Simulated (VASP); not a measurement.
# TaN (P1) in VASP: single point with PBE

Aim: the single point of TaN with PBE.

Everything below comes from runs of VASP 6.6.1. Logs are shortened: lines on timing, memory, paths and dates and some standing lists are left out, and cuts for length are marked.

## (1) The cell of the first run

The typed cell holds 16 atoms: a = 6.070 Å, b = 5.257 Å, c = 5.967 Å, α = 90.00°, β = 90.00°, γ = 90.00°.

## (2) Single point, PBE

The input, INCAR:

```
SYSTEM = TaN
PREC     = Accurate       ! precision mode
ENCUT    = 520            ! plane-wave cutoff, eV
EDIFF    = 1E-6           ! SCF threshold, eV
ISMEAR   = -1             ! smearing method
SIGMA    = 0.17           ! smearing width, eV
LREAL    = Auto         
LASPH    = .TRUE.         ! aspherical terms in the spheres
NELM     = 60             ! most SCF steps
ALGO     = Normal         ! electronic algorithm
ISIF     = 2              ! what is computed and relaxed
LWAVE    = .FALSE.        ! write WAVECAR
LCHARG   = .TRUE.         ! write CHGCAR
GGA      = PE             ! functional
LELF     = .TRUE.         ! ELF
LVHAR    = .TRUE.       
NBANDS   = 78             ! bands
```

The input, KPOINTS:

```
Automatic mesh
0
G
  2 2 2
  0 0 0
```

The input, POSCAR:

```
TaN
1.0
   -3.0348440000     -5.2565040000      0.0000000000
    4.5522660000     -2.6282520000      0.0000000000
    0.0000000000      0.0000000000      5.9669410000
Ta N
8 8
Direct
    0.7928557375      0.5224197087      0.2646582227
    0.7853223604      0.5247783969      0.7721879603
    0.5350669831      0.0119160047      0.2696859245
    0.5376023332      0.0036112159      0.7772826981
    0.2966941264      0.5235898757      0.2674569767
    0.3015754113      0.5269539011      0.7649145517
    0.0419013854      0.0140949954      0.2921765105
    0.0182112775     -0.0008856279      0.7684507020
    0.5459614743      0.6964900347      0.0519194006
    0.5485892667      0.6774610369      0.5404109074
    0.2932161009      0.1451947502      0.0205465414
    0.2686648282      0.1558687128      0.5034740581
    0.0401671857      0.6757955582      0.0382272927
    0.0455833496      0.6623379115      0.5421370850
    0.7946982952      0.1585332124      0.0374396194
    0.7772293431      0.1921394331      0.5072113165
```

Potentials or basis: VASP PAW PBE potentials, release 64 (Ta_pv, N).

Command:

```
$ cat potpaw_PBE.64/Ta_pv/POTCAR potpaw_PBE.64/N/POTCAR > POTCAR
$ mpirun -np 1 vasp_std > vasp.out
```

OUTCAR:

```text
SYSTEM = TaN
   PREC = Accurate
   ENCUT = 520
   EDIFF = 1E-6
   ISMEAR = -1
   LREAL = Auto
   LASPH = .TRUE.
   NELM = 60
   ISIF = 2
   GGA = PE

 ion  position               nearest neighbor table
   1  0.793  0.522  0.265-   9 2.17  13 2.17  16 2.26  15 2.34  10 2.36  14 2.37   2 2.94   7 3.00
                             3 3.01   5 3.01   2 3.03   5 3.06   7 3.07   3 3.11
   2  0.785  0.525  0.772-  10 2.15  14 2.21  13 2.35  16 2.36   9 2.39  15 2.49   8 2.87   4 2.93
                             6 2.94   1 2.94   1 3.03   8 3.10   4 3.13   6 3.13
   3  0.535  0.012  0.270-   9 2.11  11 2.20  15 2.24  16 2.25  12 2.27  10 2.39   4 2.94   5 2.95
                             7 3.00   1 3.01   4 3.03   5 3.05   7 3.08   1 3.11
   4  0.538  0.004  0.777-  11 2.20  10 2.22   9 2.30  15 2.35  16 2.39  12 2.44   6 2.89   8 2.92
                             2 2.93   3 2.94   3 3.03   6 3.10   2 3.13   8 3.15
   5  0.297  0.524  0.267-   9 2.18  13 2.22  14 2.35  10 2.38  12 2.40  11 2.48   3 2.95   6 2.97
                             6 3.00   7 3.01   1 3.01   3 3.05   1 3.06   7 3.10
   6  0.302  0.527  0.765-  10 2.16  14 2.17  13 2.41   9 2.43  12 2.51  11 2.52   4 2.89   2 2.94
                             5 2.97   5 3.00   8 3.02   4 3.10   2 3.13   8 3.26
   7  0.042  0.014  0.292-  12 2.01  16 2.26  15 2.27  11 2.33  13 2.34  14 2.38   8 2.85   3 3.00
                             1 3.00   5 3.01   1 3.07   3 3.08   5 3.10   8 3.13
   8  0.018  0.999  0.768-  14 2.23  15 2.26  12 2.34  13 2.34  16 2.37  11 2.37   7 2.85   2 2.87
                             4 2.92   6 3.02   2 3.10   7 3.13   4 3.15   6 3.26
   9  0.546  0.696  0.052-   3 2.11   1 2.17   5 2.18   4 2.30   2 2.39   6 2.43
  10  0.549  0.677  0.540-   2 2.15   6 2.16   4 2.22   1 2.36   5 2.38   3 2.39
  11  0.293  0.145  0.021-   3 2.20   4 2.20   7 2.33   8 2.37   5 2.48   6 2.52
  12  0.269  0.156  0.503-   7 2.01   3 2.27   8 2.34   5 2.40   4 2.44   6 2.51
  13  0.040  0.676  0.038-   1 2.17   5 2.22   7 2.34   8 2.34   2 2.35   6 2.41
  14  0.046  0.662  0.542-   6 2.17   2 2.21   8 2.23   5 2.35   1 2.37   7 2.38
  15  0.795  0.159  0.037-   3 2.24   8 2.26   7 2.27   1 2.34   4 2.35   2 2.49
  16  0.777  0.192  0.507-   3 2.25   7 2.26   1 2.26   2 2.36   8 2.37   4 2.39

  LATTYP: Found a simple orthorhombic cell.
 ALAT       =     5.2565040008
 B/A-ratio  =     1.1351538968
 C/A-ratio  =     1.1547005383

  Lattice vectors:

 A1 = (   4.5522660000,  -2.6282520000,   0.0000000000)
 A2 = (   0.0000000000,   0.0000000000,   5.9669410000)
 A3 = (  -3.0348440000,  -5.2565040000,   0.0000000000)

Analysis of symmetry for initial positions (statically):
=====================================================================
 Subroutine PRICEL returns:
 Original cell was already a primitive cell.

 Routine SETGRP: Setting up the symmetry group for a
 simple orthorhombic supercell.

 Subroutine GETGRP returns: Found  1 space group operations
 (whereof  1 operations were pure point group operations)
 out of a pool of  8 trial point group operations.
[... 140 lines left out ...]
   EFERMI =   0.00;   METHOD = LEGACY
   ISMEAR =    -1;   SIGMA  =   0.17  broadening in eV -4-tet -1-fermi 0-gaus
   EFERMI_NEDOS =   21; number of points for ismear=-14 and -15
   IALGO  =     38    algorithm
   IMIX   =      4    mixing-type and parameters
     AMIX     =   0.40;   BMIX     =  1.00
     AMIX_MAG =   1.60;   BMIX_MAG =  1.00
  volume/ion in A,a.u.               =      11.90        80.30
  Fermi-wavevector in a.u.,A,eV,Ry     =   1.434189  2.710225 27.985806  2.056899
  Thomas-Fermi vector in A             =   2.553625
   LORBIT       =      0    0 simple, 1 ext, 2 COOP (PROOUT), +10 PAW based schemes
   GGA     = PE    functional components
   LHFCALC =     F    Hartree Fock is set to
   AEXX    =    0.0000 exact exchange contribution
   IVDW    =     0    specifies the selected vdW correction
   LEPSILON=     F    determine dielectric tensor
   LRPA    =     F    only Hartree local field effects (RPA)
 non-spin polarized calculation
  energy-cutoff  :      520.00
  volume of cell :      190.38
 maximum number of plane-waves:      5156
 NGX is ok and might be reduce to    48
   NGX = 23   NGY = 19   NGZ = 23

 number of electron     127.9999997 magnetization

 Free energy of the ion-electron system (eV)
  ---------------------------------------------------
  ext. energy  EPLUGINS =         0.00000000
  ---------------------------------------------------
  free energy    TOTEN  =      -175.83971553 eV

  energy without entropy =     -175.61459693  energy(sigma->0) =     -175.72715623

 E-fermi :   7.3350     XC(G=0): -12.7889

 val. band max:        7.2454452642   @ k =   0.0000   0.0000   0.0000
 cond. band min:       7.6971684436   @ k =   0.0000   0.0000   0.5000
 fundamental gap:      0.4517231793
 Fermi energy:         7.3350350524

 k-point     1 :       0.0000    0.0000    0.0000
  band No.  band energies     occupation
      1     -28.5163      2.00000
      2     -28.4098      2.00000
      3     -28.3569      2.00000
      4     -28.3341      2.00000
      5     -28.3316      2.00000
      6     -28.3070      2.00000
[... 621 lines left out ...]
     75       9.9771      0.00000
     76      10.3100      0.00000
 [bands above 76 left out]

------------------------ aborting loop because EDIFF is reached ----------------------------------------

  FORCE on cell =-STRESS in cart. coord.  units (eV):
  Direction    XX          YY          ZZ          XY          YZ          ZX
  --------------------------------------------------------------------------------------
  -------------------------------------------------------------------------------------
  Total      -20.3063738    -19.4141260    -22.0191133     -0.9481135     -1.6131078     -0.0037851
  in kB     -170.8944065   -163.3854266   -185.3084822     -7.9791347    -13.5755949     -0.0318546
  external PRESSURE =    -173.1961051 kB  Pullay stress =       0.0000000 kB

 VOLUME and BASIS-vectors are now :
 -----------------------------------------------------------------------------
  energy-cutoff  :      520.00
  volume of cell :      190.38
      direct lattice vectors                 reciprocal lattice vectors
    -3.034844000 -5.256504000  0.000000000    -0.082376557 -0.142680382  0.000000000
     4.552266000 -2.628252000  0.000000000     0.164753114 -0.095120255  0.000000000
     0.000000000  0.000000000  5.966941000     0.000000000  0.000000000  0.167590060

 POSITION                                       TOTAL-FORCE (eV/Angst)
 -----------------------------------------------------------------------------------
     -0.02800     -5.54070      1.57920        -1.344582      0.574329      1.549477
      0.00560     -5.50730      4.60760        -2.205734      0.232798      0.563764
     -1.56960     -2.84390      1.60920         0.687694     -0.815043      1.074748
     -1.61510     -2.83540      4.63800         1.512051     -0.311955     -0.374190
      1.48310     -2.93570      1.59590        -0.996550      1.584650      0.785428
      1.48360     -2.97020      4.56420        -1.018545      2.516409      1.534352
[... 8 lines left out ...]
     -1.69010     -4.59400      0.22340         1.111822     -0.270764     -0.865828
     -1.48410     -4.59050      3.02650        -0.906002      0.006884      1.228698
 -----------------------------------------------------------------------------------
    total drift:                               -0.002679     -0.000965     -0.000794

  FREE ENERGIE OF THE ION-ELECTRON SYSTEM (eV)
  ---------------------------------------------------
  free  energy   TOTEN  =      -175.8397155273 eV

  energy  without entropy=     -175.6145969306  energy(sigma->0) =     -175.72715623
```

OSZICAR:

```text
N       E                     dE             d eps       ncg     rms          rms(c)
DAV:   1     0.132689006265E+04    0.13269E+04   -0.69668E+04  1248   0.172E+03
DAV:   2    -0.798314182069E+02   -0.14067E+04   -0.13571E+04  1378   0.512E+02
DAV:   3    -0.194348483343E+03   -0.11452E+03   -0.11210E+03  1512   0.133E+02
DAV:   4    -0.197434530714E+03   -0.30860E+01   -0.30251E+01  1496   0.213E+01
DAV:   5    -0.197535869352E+03   -0.10134E+00   -0.10075E+00  1600   0.317E+00    0.567E+01
DAV:   6    -0.177239652004E+03    0.20296E+02   -0.14892E+02  1570   0.378E+01    0.258E+01
DAV:   7    -0.176042013691E+03    0.11976E+01   -0.11059E+01  1544   0.114E+01    0.148E+01
DAV:   8    -0.175889089287E+03    0.15292E+00   -0.14038E+00  1512   0.652E+00    0.151E+00
DAV:   9    -0.175842966488E+03    0.46123E-01   -0.23494E-01  1544   0.271E+00    0.764E-01
DAV:  10    -0.175839783702E+03    0.31828E-02   -0.50097E-02  1576   0.847E-01    0.420E-01
DAV:  11    -0.175839607579E+03    0.17612E-03   -0.51218E-03  1464   0.372E-01    0.176E-01
DAV:  12    -0.175839724536E+03   -0.11696E-03   -0.97837E-04  1632   0.152E-01    0.383E-02
DAV:  13    -0.175839718764E+03    0.57727E-05   -0.13441E-04  1584   0.661E-02    0.244E-02
DAV:  14    -0.175839717227E+03    0.15368E-05   -0.33980E-05  1616   0.260E-02    0.145E-02
DAV:  15    -0.175839716010E+03    0.12171E-05   -0.13523E-05  1456   0.152E-02    0.472E-03
DAV:  16    -0.175839715527E+03    0.48250E-06   -0.11873E-06   824   0.626E-03
   1 F= -.17583972E+03 E0= -.17572716E+03  d E =-.225119E+00
```

Wall time 3.8 min (1 thread of Intel Xeon Platinum 8375C at 2.90GHz (Ice Lake), shared host); peak memory 0.33 GiB.

Results:

| Property | Result |
| --- | --- |
| Free energy | -175.8397 eV |
| Pressure | -17.3 GPa |
| Largest force | 3.867 eV/Å |

Forces on the atoms (eV/Å):
```
Ta  -1.345  0.574  1.549
Ta  -2.206  0.233  0.564
Ta   0.688 -0.815  1.075
Ta   1.512 -0.312 -0.374
Ta  -0.997  1.585  0.785
Ta  -1.019  2.516  1.534
Ta   0.068  1.416 -3.598
Ta   0.008 -2.747  1.508
N   -0.996  0.825 -2.156
N    0.740  0.283 -1.278
N    1.663 -0.452  0.113
N    0.337 -2.586  2.043
N    0.168 -0.216 -0.964
N    1.171 -0.040 -1.165
N    1.112 -0.271 -0.866
N   -0.906  0.007  1.229
```

Stress tensor (GPa, compression positive):
```
-17.09  -0.80   0.00
 -0.80 -16.34  -1.36
  0.00  -1.36 -18.53
```

Caveat: the k points lie up to 0.60 Å⁻¹ apart; spin-orbit coupling is left out, which moves the levels of the heavy elements; forces of over 1 eV/Å act on the atoms, so gaps and moduli don't describe the material at rest.
